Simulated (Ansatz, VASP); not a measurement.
## Nb in VASP and in Ansatz

```
CELL_PARAMETERS angstrom
0.00000 2.08327 2.08327
2.08327 0.00000 2.08327
2.08327 2.08327 0.00000
ATOMIC_POSITIONS crystal
Nb 0.00000 0.00000 0.00000
```

Change from the starting cell: strain -0.015 along x and y, -0.015 along z, atoms carried along.

Alike in both runs: task single point; functional r2SCAN; k mesh 20 × 20 × 20; occupations gaussian, width 0.15 eV; no spin polarisation.

```csv
,VASP,Ansatz
version,VASP 6.6.1,Ansatz 0.2.0
potentials or method,"VASP PAW PBE potentials, release 64 (Nb_sv), cutoff 520 eV","scalar-relativistic, plane waves, PAW"
valence electrons in the cell,13,13
```

Ansatz gave:

| Property | Result |
| --- | --- |
| gap on the k mesh at the Fermi level (eV) | none |
| pressure (GPa) | 5.9 |

Q: What did VASP give for the same quantities?

A: gap on the k mesh at the Fermi level (eV): none; pressure (GPa): 5.7.

VASP's potentials were made for PBE, not for r2SCAN. A gap of «none» marks a metal or a gap that the smearing closes.
